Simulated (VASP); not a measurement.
# ZrZn4N (P6/mmm) in VASP: notebook

The runs below take ZrZn4N through relaxation of cell and atoms, single point, with PBE.

Program: VASP 6.6.1. These are calculated values, not measurements. Logs are shortened: lines on timing, memory, paths and dates and some standing lists are left out, and cuts for length are marked.

### Step 1. The cell of the first run

Symmetry: P6/mmm, No. 191, hexagonal system. Conventional cell: a = 3.461 Å, b = 3.461 Å, c = 7.036 Å, α = 90.00°, β = 90.00°, γ = 120.00°. Within 3.6 Å of Zr (site symmetry 6/mmm) lie 12 Zn at 2.71 Å and 6 Zr at 3.46 Å and 2 N at 3.52 Å. Zn (site symmetry 3m) has 3 Zn at 2.00 Å and 3 N at 2.62 Å and 3 Zr at 2.71 Å within 2.8 Å. Within 3.6 Å of N (site symmetry 6/mmm) lie 12 Zn at 2.62 Å and 6 N at 3.46 Å and 2 Zr at 3.52 Å.

The cell was generated, and may not be a known phase.

### Step 2. Relaxation of cell and atoms, PBE

The input, INCAR:

```
PREC = Accurate
ENCUT = 600
EDIFF = 1E-7
ISMEAR = 0
SIGMA = 0.1
LREAL = False
LASPH = True
NELM = 60
ALGO = Normal
ISIF = 3
LWAVE = False
LCHARG = False
GGA = PE
IBRION = 2
NSW = 90
EDIFFG = -0.04
```

The input, KPOINTS:

```
Automatic mesh
0
Gamma
  6 6 4
```

The input, POSCAR:

```
ZrZn4N
1.0
    3.4611026800      0.0000000000      0.0000000000
   -1.7305513400      2.9974028500      0.0000000000
    0.0000000000      0.0000000000      7.0357782100
Zr Zn N
1 4 1
Direct
    0.0000000000      0.0000000000      0.5000000000
    0.3333333300      0.6666666700      0.7595900300
    0.3333333300      0.6666666700      0.2404099700
    0.6666666700      0.3333333300      0.7595900300
    0.6666666700      0.3333333300      0.2404099700
    0.0000000000      0.0000000000      0.0000000000
```

Potentials or basis: VASP PAW PBE potentials, release 64 (Zr_sv, Zn, N).

Command:

```sh
$ cat potpaw_PBE.64/Zr_sv/POTCAR potpaw_PBE.64/Zn/POTCAR potpaw_PBE.64/N/POTCAR > POTCAR
$ mpirun -np 1 vasp_std > vasp.out
```

OUTCAR:

```text
PREC = Accurate
   ENCUT = 600
   EDIFF = 1E-7
   ISMEAR = 0
   LREAL = False
   LASPH = True
   NELM = 60
   ISIF = 3
   GGA = PE
   IBRION = 2
   NSW = 90
   EDIFFG = -0.04

 ion  position               nearest neighbor table
   1  0.000  0.000  0.500-   2 2.71   3 2.71   4 2.71   5 2.71   4 2.71   5 2.71   2 2.71   3 2.71
                             4 2.71   5 2.71   2 2.71   3 2.71
   2  0.333  0.667  0.760-   4 2.00   4 2.00   4 2.00   1 2.71   1 2.71   1 2.71
   3  0.333  0.667  0.240-   5 2.00   5 2.00   5 2.00   1 2.71   1 2.71   1 2.71
   4  0.667  0.333  0.760-   2 2.00   2 2.00   2 2.00   1 2.71   1 2.71   1 2.71
   5  0.667  0.333  0.240-   3 2.00   3 2.00   3 2.00   1 2.71   1 2.71   1 2.71
   6  0.000  0.000  0.000-

  LATTYP: Found a hexagonal cell.
 ALAT       =     3.4611026800
 C/A-ratio  =     2.0328140655

  Lattice vectors:

 A1 = (   3.4611026800,   0.0000000000,   0.0000000000)
 A2 = (  -1.7305513400,   2.9974028500,   0.0000000000)
 A3 = (   0.0000000000,   0.0000000000,   7.0357782100)

Analysis of symmetry for initial positions (statically):
=====================================================================
 Subroutine PRICEL returns:
 Original cell was already a primitive cell.

 Routine SETGRP: Setting up the symmetry group for a
 hexagonal supercell.

 Subroutine GETGRP returns: Found 24 space group operations
 (whereof 24 operations were pure point group operations)
 out of a pool of 24 trial point group operations.

The static configuration has the point symmetry D_6h.

Analysis of symmetry for dynamics (positions and initial velocities):
=====================================================================
 Subroutine PRICEL returns:
 Original cell was already a primitive cell.

 Routine SETGRP: Setting up the symmetry group for a
 hexagonal supercell.

 Subroutine GETGRP returns: Found 24 space group operations
 (whereof 24 operations were pure point group operations)
 out of a pool of 24 trial point group operations.

The dynamic configuration has the point symmetry D_6h.

 Subroutine INISYM returns: Found 24 space group operations
 (whereof 24 operations are pure point group operations),
 and found     1 'primitive' translations

----------------------------------------------------------------------------------------

                                     Primitive cell

  volume of cell :      72.9914

  direct lattice vectors                    reciprocal lattice vectors
     3.461102680  0.000000000  0.000000000     0.288925262  0.166811078  0.000000000
    -1.730551340  2.997402850  0.000000000     0.000000000  0.333622156  0.000000000
     0.000000000  0.000000000  7.035778210     0.000000000  0.000000000  0.142130688

  length of vectors
     3.461102680  3.461102683  7.035778210     0.333622156  0.333622156  0.142130688

  position of ions in fractional coordinates (direct lattice)
     0.000000000  0.000000000  0.500000000
     0.333333330  0.666666670  0.759590030
     0.333333330  0.666666670  0.240409970
     0.666666670  0.333333330  0.759590030
     0.666666670  0.333333330  0.240409970
     0.000000000  0.000000000  0.000000000

  ion indices of the primitive-cell ions
   primitive index   ion index
                 1           1
                 2           2
                 3           3
                 4           4
                 5           5
                 6           6

----------------------------------------------------------------------------------------

 KPOINTS: Automatic mesh

Automatic generation of k-mesh.
 Grid dimensions read from file:
 generate k-points for:    6    6    4

 Generating k-lattice:

  Cartesian coordinates                     Fractional coordinates (reciprocal lattice)
     0.048154210  0.027801846  0.000000000     0.166666667  0.000000000  0.000000000
     0.000000000  0.055603693  0.000000000     0.000000000  0.166666667  0.000000000
     0.000000000  0.000000000  0.035532672     0.000000000  0.000000000  0.250000000

  Length of vectors
     0.055603693  0.055603693  0.035532672

  Shift w.r.t. Gamma in fractional coordinates (k-lattice)
     0.000000000  0.000000000  0.000000000

 Subroutine IBZKPT returns following result:
 ===========================================

 Found     21 irreducible k-points:

 Following reciprocal coordinates:
            Coordinates               Weight
  0.000000  0.000000  0.000000      1.000000
  0.166667 -0.000000  0.000000      6.000000
  0.333333  0.000000  0.000000      6.000000
  0.500000 -0.000000  0.000000      3.000000
  0.166667  0.166667  0.000000      6.000000
  0.333333  0.166667  0.000000     12.000000
[... 13 lines left out ...]
  0.333333  0.166667  0.500000     12.000000
  0.333333  0.333333  0.500000      2.000000
   k-points           NKPTS =     21   k-points in BZ     NKDIM =     21   number of bands    NBANDS=     39
   number of dos      NEDOS =    301   number of ions     NIONS =      6
   total plane-waves  NPLWV =  43904
   dimension x,y,z NGX =    28 NGY =   28 NGZ =   56
   dimension x,y,z NGXF=    56 NGYF=   56 NGZF=  112
   ions per type =               1   4   1
   NGX,Y,Z   is equivalent  to a cutoff of  13.45, 13.45, 13.23 a.u.
   NGXF,Y,Z  is equivalent  to a cutoff of  26.90, 26.90, 26.46 a.u.
 SYSTEM =  unknown system
   PREC   = accura    normal or accurate (medium, high low for compatibility)
   ISTART =      0    job   : 0-new  1-cont  2-samecut
   ICHARG =      2    charge: 1-file 2-atom 10-const
   ISPIN  =      1    spin polarized calculation?
   LNONCOLLINEAR =      F non collinear calculations
   LSORBIT =      F    spin-orbit coupling
   LASPH  =      T    aspherical Exc in radial PAW
   ENCUT  =  600.0 eV  44.10 Ry    6.64 a.u.   6.91  6.91 14.05*2*pi/ulx,y,z
   NELM   =     60;   NELMIN=  2; NELMDL= -5     # of ELM steps
   EDIFF  = 0.1E-06   stopping-criterion for ELM
   LREAL  =      F    real-space projection
   EDIFFG = -.4E-01   stopping-criterion for IOM
   NSW    =     90    number of steps for IOM
   IBRION =      2    ionic relax: 0-MD 1-quasi-New 2-CG
   NFREE  =      1    steps in history (QN), initial steepest desc. (CG)
   ISIF   =      3    stress and relaxation
   ISYM   =      2    0-nonsym 1-usesym 2-fastsym
   POTIM  = 0.5000    time-step for ionic-motion
   TEBEG  =    0.0;   TEEND  =   0.0 temperature during run
   PSTRESS=    0.0 pullay stress
   NELECT =      65.0000    total number of electrons
   NUPDOWN=      -1.0000    fix difference up-down
   EMIN   =  10.00;   EMAX   =-10.00  energy-range for DOS
   EFERMI =   0.00;   METHOD = LEGACY
   ISMEAR =     0;   SIGMA  =   0.10  broadening in eV -4-tet -1-fermi 0-gaus
   EFERMI_NEDOS =   21; number of points for ismear=-14 and -15
   IALGO  =     38    algorithm
   IMIX   =      4    mixing-type and parameters
     AMIX     =   0.40;   BMIX     =  1.00
     AMIX_MAG =   1.60;   BMIX_MAG =  1.00
  volume/ion in A,a.u.               =      12.17        82.10
  Fermi-wavevector in a.u.,A,eV,Ry     =   1.575030  2.976374 33.752218  2.480718
  Thomas-Fermi vector in A             =   2.676075
   LORBIT       =      0    0 simple, 1 ext, 2 COOP (PROOUT), +10 PAW based schemes
   GGA     = PE    functional components
   LHFCALC =     F    Hartree Fock is set to
   AEXX    =    0.0000 exact exchange contribution
   IVDW    =     0    specifies the selected vdW correction
   LEPSILON=     F    determine dielectric tensor
   LRPA    =     F    only Hartree local field effects (RPA)
 conjugate gradient relaxation of ions
 non-spin polarized calculation
 Gauss-broadening in eV      SIGMA  =   0.10
  energy-cutoff  :      600.00
  volume of cell :       72.99
 maximum number of plane-waves:      2452
 NGX is ok and might be reduce to    28
   NGX = 13   NGY = 13   NGZ = 29

--------------------------------------- Ionic step        1  -------------------------------------------

 number of electron      65.0000041 magnetization

 Free energy of the ion-electron system (eV)
  ---------------------------------------------------
  ext. energy  EPLUGINS =         0.00000000
  ---------------------------------------------------
  free energy    TOTEN  =       -11.63949620 eV

  energy without entropy =      -11.63071748  energy(sigma->0) =      -11.63510684

------------------------ aborting loop because EDIFF is reached ----------------------------------------

  FORCE on cell =-STRESS in cart. coord.  units (eV):
  Direction    XX          YY          ZZ          XY          YZ          ZX
  --------------------------------------------------------------------------------------
  -------------------------------------------------------------------------------------
  Total       42.0489227     42.0489228      5.8570166      0.0000000      0.0000000     -0.0000000
  in kB      922.9830282    922.9830306    128.5627923      0.0000000      0.0000000     -0.0000000
  external PRESSURE =     658.1762837 kB  Pullay stress =       0.0000000 kB
[... 25 lines left out ...]
  energy  without entropy=      -11.6307174761  energy(sigma->0) =      -11.63510684

--------------------------------------- Ionic step        2  -------------------------------------------

 number of electron      64.9999907 magnetization

 E-fermi :   1.6812     XC(G=0):  -9.5640

 val. band max:        1.6643252174   @ k =   0.5000  -0.0000   0.2500
 cond. band min:       1.7068717547   @ k =   0.1667  -0.0000   0.5000
 fundamental gap:      0.0425465373
 Fermi energy:         1.6811729628

 k-point     1 :       0.0000    0.0000    0.0000
  band No.  band energies     occupation
      1     -48.5636      2.00000
      2     -26.5045      2.00000
      3     -26.5045      2.00000
      4     -26.4663      2.00000
      5     -10.3572      2.00000
      6      -5.4158      2.00000
[... 944 lines left out ...]
  FREE ENERGIE OF THE ION-ELECTRON SYSTEM (eV)
  ---------------------------------------------------
  free  energy   TOTEN  =       -17.5598487514 eV

  energy  without entropy=      -17.5489920218  energy(sigma->0) =      -17.55442039

 E-fermi :   4.6682     XC(G=0): -11.4988

 val. band max:        4.6630618491   @ k =   0.3333   0.0000   0.0000
 cond. band min:       4.6934263258   @ k =   0.3333   0.0000   0.0000
 fundamental gap:      0.0303644767
 Fermi energy:         4.6681542317

 k-point     1 :       0.0000    0.0000    0.0000
  band No.  band energies     occupation
      1     -44.6639      2.00000
      2     -22.7347      2.00000
      3     -22.7347      2.00000
      4     -22.6761      2.00000
      5      -8.7995      2.00000
      6      -3.6618      2.00000
[... 871 lines left out ...]
     38       6.3865      0.00000
     39       9.2980      0.00000

[... ionic steps 4 to 30 ...]

--------------------------------------- Ionic step       31  -------------------------------------------

 number of electron      64.9999891 magnetization

------------------------ aborting loop because EDIFF is reached ----------------------------------------

  FORCE on cell =-STRESS in cart. coord.  units (eV):
  Direction    XX          YY          ZZ          XY          YZ          ZX
  --------------------------------------------------------------------------------------
  -------------------------------------------------------------------------------------
  Total       -0.0268138     -0.0268138      0.1740598     -0.0000000      0.0000000      0.0000000
  in kB       -0.4772693     -0.4772693      3.0981538     -0.0000000      0.0000000      0.0000000
  external PRESSURE =       0.7145384 kB  Pullay stress =       0.0000000 kB
[... 65 lines left out ...]
  energy  without entropy=      -19.2265103053  energy(sigma->0) =      -19.23948217

--------------------------------------- Ionic step       33  -------------------------------------------

 number of electron      64.9999893 magnetization

 Free energy of the ion-electron system (eV)
  ---------------------------------------------------
  ext. energy  EPLUGINS =         0.00000000
  ---------------------------------------------------
  free energy    TOTEN  =       -19.25299169 eV

  energy without entropy =      -19.22730656  energy(sigma->0) =      -19.24014913

 E-fermi :   4.7641     XC(G=0): -11.5557

 val. band max:        4.7422367942   @ k =   0.5000  -0.0000   0.2500
 cond. band min:       4.7658864901   @ k =   0.3333   0.3333   0.2500
 fundamental gap:      0.0236496959
 Fermi energy:         4.7641271778

 k-point     1 :       0.0000    0.0000    0.0000
  band No.  band energies     occupation
      1     -44.5822      2.00000
      2     -22.6921      2.00000
      3     -22.6921      2.00000
      4     -22.5015      2.00000
      5      -8.8518      2.00000
      6      -4.0820      2.00000
[... 904 lines left out ...]
  FREE ENERGIE OF THE ION-ELECTRON SYSTEM (eV)
  ---------------------------------------------------
  free  energy   TOTEN  =       -19.2529916921 eV

  energy  without entropy=      -19.2273065638  energy(sigma->0) =      -19.24014913

 reached required accuracy - stopping structural energy minimisation
```

Run time: 27 min. Hardware: 1 thread of Oxide Virtual Turin-like, shared host; peak memory 0.22 GiB.

Results:

```yaml
Free_energy: -19.2530 eV
Relaxed_volume: 15.00 Å³/atom
Relaxed_cell: a = 4.657 Å, b = 4.657 Å, c = 4.793 Å, α = 90.00°, β = 90.00°, γ = 120.00°
Space_group_after_relaxing_to_0.1_Å: P6/mmm (No. 191)
Energy_gained_by_relaxing: 1268.9 meV/atom
Ionic_steps: 33
Pressure_after_relaxing: 0.0 GPa
Largest_force_after_relaxing: 0.011 eV/Å
Band_gap_on_the_k_mesh: zero (an odd number of electrons rules out a gap without spin polarisation)
```

Forces on the atoms (eV/Å):
```
Zr   0.000  0.000  0.000
Zn   0.000  0.000 -0.011
Zn   0.000  0.000  0.011
Zn   0.000  0.000 -0.011
Zn   0.000  0.000  0.011
N    0.000  0.000  0.000
```

Step by step:
```tsv
step	energy change (eV)	largest force (eV/Å)	pressure (GPa)	volume (Å³)
1	0.0000	2.1619	65.82	72.99
2	-3.5105	0.0781	-16.62	136.84
3	-5.9204	0.4593	-4.77	102.84
4	-5.9212	0.4781	-4.21	102.19
5	-6.4878	0.4952	-2.85	97.45
6	-6.9498	0.3622	0.16	91.47
7	-6.4675	2.1644	18.05	78.45
8	-7.0749	0.2052	2.44	88.40
9	-7.0977	0.1838	5.99	84.88
10	-7.1101	0.0166	4.65	86.06
11	-7.1564	0.4690	-2.57	91.05
12	-7.1821	0.2958	-0.14	89.12
13	-7.2008	0.2041	-0.54	89.34
14	-7.2320	0.0157	-1.45	89.99
15	-7.3043	0.3880	-2.46	91.18
16	-7.3082	0.4156	-2.41	91.15
17	-7.3169	0.5039	-2.25	91.07
18	-7.3196	0.7166	-1.79	90.89
19	-7.3213	0.6144	-2.02	90.97
20	-7.3331	0.6094	-1.93	90.81
21	-7.3675	0.5934	-1.56	90.34
22	-7.4309	0.5507	-0.73	89.39
23	-7.5219	0.3965	1.35	87.47
24	-7.4633	0.2078	8.31	83.55
25	-7.5418	0.2754	3.06	86.27
26	-7.5732	0.1001	1.73	87.30
27	-7.5940	0.1613	0.06	88.88
28	-7.5944	0.2100	-0.20	89.16
29	-7.6025	0.1778	-0.20	89.38
30	-7.6127	0.0887	0.01	89.91
31	-7.6129	0.0652	0.07	90.01
32	-7.6130	0.0712	0.03	89.99
33	-7.6135	0.0114	-0.02	90.00
```

Final structure:
```
Zr Zn N
1.0
     4.65651    0.00000    0.00000
    -2.32825    4.03265    0.00000
     0.00000    0.00000    4.79306
Zr Zn N
1 4 1
Direct
  0.00000 0.00000 0.50000
  0.33333 0.66667 0.75293
  0.33333 0.66667 0.24707
  0.66667 0.33333 0.75293
  0.66667 0.33333 0.24707
  0.00000 0.00000 0.00000
```

Levels at points of the mesh, in eV from the Fermi level:
```tsv
k point	band 29	band 30	band 31	band 32	band 33	band 34	band 35	band 36	band 37	band 38
(0.00, 0.00, 0.00)	-2.12	-2.02	-2.02	-2.02	-0.35	0.53	0.79	0.79	3.71	3.88
(0.50, 0.00, 0.00)	-2.32	-1.98	-1.67	-0.18	-0.11	0.56	0.75	1.07	1.45	2.02
(0.00, 0.00, 0.50)	-2.55	-2.55	-1.30	-1.30	0.46	1.19	1.77	1.77	2.50	2.50
(0.50, 0.00, 0.50)	-3.49	-3.42	-3.10	0.24	0.44	0.45	0.87	2.02	2.25	4.35
```

Caveat: the volume moved by over 15 % at a fixed basis, so the end points are rough.

### Step 3. Single point, PBE

This run uses another cell than the first one, of 15.12 Å³/atom.

The input, INCAR:

```
  PREC = Accurate
  ENCUT = 520
  EDIFF = 1E-6
  ISMEAR = 0
  SIGMA = 0.1
  LREAL = False
  LASPH = True
  NELM = 80
  ALGO = Fast
  ISIF = 2
  LWAVE = False
  LCHARG = False
  GGA = PE
  NBANDS = 42
```

The input, KPOINTS:

```
regular mesh
0
Gamma
  12 12 8
```

The input, POSCAR:

```
ZrZn4N
1.0
    4.6706641786      0.0000000000      0.0000000000
   -2.3353320893      4.0449138312      0.0000000000
    0.0000000000      0.0000000000      4.8026868344
Zr Zn N
1 4 1
Direct
    0.0000000000      0.0000000000      0.5000000000
    0.3333333333      0.6666666667      0.7525380374
    0.3333333333      0.6666666667      0.2474619626
    0.6666666667      0.3333333333      0.7525380374
    0.6666666667      0.3333333333      0.2474619626
    0.0000000000      0.0000000000      0.0000000000
```

Potentials or basis: VASP PAW PBE potentials, release 64 (Zr_sv, Zn, N).

Command:

```sh
$ cat potpaw_PBE.64/Zr_sv/POTCAR potpaw_PBE.64/Zn/POTCAR potpaw_PBE.64/N/POTCAR > POTCAR
$ mpirun -np 1 vasp_std > vasp.out
```

It took 11 min on 1 thread of Oxide Virtual Turin-like, shared host; peak memory 0.4 GiB.

Results (log left out):

* Free energy: -19.3786 eV
* Pressure: 0.2 GPa
* Largest force: 0.008 eV/Å
* Band gap on the k mesh: zero (an odd number of electrons rules out a gap without spin polarisation)

Forces in eV/Å, atoms in the order of the input:
```
Zr   0.000  0.000  0.000
Zn   0.000  0.000 -0.008
Zn   0.000  0.000  0.008
Zn   0.000  0.000 -0.008
Zn   0.000  0.000  0.008
N    0.000  0.000  0.000
```

Stress tensor (GPa, compression positive):
```
0.12 0.00 0.00
0.00 0.12 0.00
0.00 0.00 0.47
```

Levels at points of the mesh, in eV from the Fermi level:
```csv
k point,band 29,band 30,band 31,band 32,band 33,band 34,band 35,band 36,band 37,band 38
"(0.00, 0.00, 0.00)",-2.10,-2.00,-1.99,-1.99,-0.39,0.54,0.80,0.80,3.68,3.87
"(0.50, 0.00, 0.00)",-2.26,-1.95,-1.66,-0.16,-0.11,0.55,0.75,1.06,1.44,2.01
"(0.00, 0.00, 0.50)",-2.52,-2.52,-1.29,-1.29,0.42,1.14,1.78,1.78,2.49,2.49
"(0.50, 0.00, 0.50)",-3.44,-3.37,-3.10,0.23,0.44,0.44,0.86,2.01,2.25,4.32
```

The gap in the log of VASP goes by the Fermi energy; the results here count the filled bands.